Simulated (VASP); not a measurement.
Wanted: the native input for a VASP 6.6.1 run.

* Task: single point
* Functional: r2SCAN
* Potentials or basis: VASP PAW PBE potentials, release 64 (Be, C)
* Cutoff: 660 eV
* k mesh: 7 × 7 × 7
* Occupations: gaussian, width 0.01 eV
* Spin: no spin polarisation
* Dipole correction: no
* Further INCAR settings: ALGO = Normal; EDIFF = 1e-06; NBANDS = 11

Be2C:

```
Be C
1.0
     0.00000    2.17219    2.17219
     2.17219    0.00000    2.17219
     2.17219    2.17219    0.00000
Be C
2 1
Direct
  0.25000 0.25000 0.25000
  0.75000 0.75000 0.75000
  0.00000 0.00000 0.00000
```

The input as run:

POSCAR

```
Be2C
1.0
    0.0000000000      2.1721927439      2.1721927439
    2.1721927439      0.0000000000      2.1721927439
    2.1721927439      2.1721927439      0.0000000000
Be C
2 1
Direct
    0.2500000000      0.2500000000      0.2500000000
    0.7500000000      0.7500000000      0.7500000000
    0.0000000000      0.0000000000      0.0000000000
```

INCAR.step1

```
PREC = Accurate
ENCUT = 660
ISMEAR = 0
SIGMA = 0.01
LREAL = F
LASPH = T
NELM = 120
NBANDS = 11
GGA = PE
ALGO = Normal
EDIFF = 1E-5
LWAVE = T
LCHARG = F
GGA_COMPAT = F
```

INCAR.step2

```
PREC = Accurate
ENCUT = 660
EDIFF = 1E-6
ISMEAR = 0
SIGMA = 0.01
LREAL = F
LASPH = T
NELM = 120
ALGO = Normal
ISIF = 2
LWAVE = F
LCHARG = F
METAGGA = R2SCAN
LMIXTAU = T
NBANDS = 11
ISTART = 1
GGA_COMPAT = F
```

KPOINTS

```
Automatic mesh
0
Gamma
  7 7 7
```

Potentials or basis: VASP PAW PBE potentials, release 64 (Be, C).

Run with:

```bash
$ cat potpaw_PBE.64/Be/POTCAR potpaw_PBE.64/C/POTCAR > POTCAR
$ cp INCAR.step1 INCAR
$ mpirun -np 1 vasp_std > vasp.out
$ cp INCAR.step2 INCAR
$ mpirun -np 1 vasp_std > vasp.out
```

It gave:

* Pressure: -2.5 GPa
* Band gap on the k mesh: 1.77 eV, indirect (least direct gap 4.59 eV)

Caveat: the PAW data sets were made with another functional, which shifts forces and pressure a little.

It took 21 s on 1 thread of Intel Xeon 6975P-C, on a shared host, peak memory 0.15 GiB.
